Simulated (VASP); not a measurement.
Input of a VASP 6.6.1 run:

INCAR

```
SYSTEM = MgO
PREC     = Accurate       ! precision mode
ENCUT    = 600            ! plane-wave cutoff, eV
EDIFF    = 1E-6           ! SCF threshold, eV
ISMEAR   = 0              ! smearing method
SIGMA    = 0.05           ! smearing width, eV
LREAL    = .FALSE.        ! projectors in reciprocal space
LASPH    = .TRUE.         ! aspherical terms in the spheres
NELM     = 120            ! most SCF steps
ALGO     = Normal         ! electronic algorithm
ISIF     = 2              ! what is computed and relaxed
LWAVE    = .FALSE.        ! write WAVECAR
LCHARG   = .FALSE.        ! write CHGCAR
GGA      = PE             ! functional
NBANDS   = 36             ! bands
GGA_COMPAT= .FALSE.
```

KPOINTS

```
Automatic mesh
0
G
  7 7 2
  0 0 0
```

POSCAR

```
MgO
1.0
   -3.5213164963      0.0000000000      0.0000000000
   -1.7606582481     -3.0495495406      0.0000000000
    0.0000000000      0.0000000000     12.7181472718
Mg O
6 6
Direct
    0.6666666667      0.6666666667      0.2500000000
    0.6666666667      0.6666666667      0.5833333333
    0.6666666667      0.6666666667      0.9166666667
    0.3333333333      0.3333333333      0.0833333333
    0.3333333333      0.3333333333      0.4166666667
    0.3333333333      0.3333333333      0.7500000000
    0.6666666667      0.6666666667      0.0833333333
    0.6666666667      0.6666666667      0.4166666667
    0.6666666667      0.6666666667      0.7500000000
    0.3333333333      0.3333333333      0.2500000000
    0.3333333333      0.3333333333      0.5833333333
    0.3333333333      0.3333333333      0.9166666667
```

Potentials or basis: VASP PAW PBE potentials, release 64 (Mg, O).

Run with:

```bash
$ cat potpaw_PBE.64/Mg/POTCAR potpaw_PBE.64/O/POTCAR > POTCAR
$ mpirun -np 1 vasp_std > vasp.out
```

What does it give for the pressure?

-0.7 GPa.

Estimate the band gap on the k mesh.

3.26 eV.

Stress tensor (GPa, compression positive):
```
-0.69  0.00  0.00
 0.00 -0.69  0.00
 0.00  0.00 -0.85
```
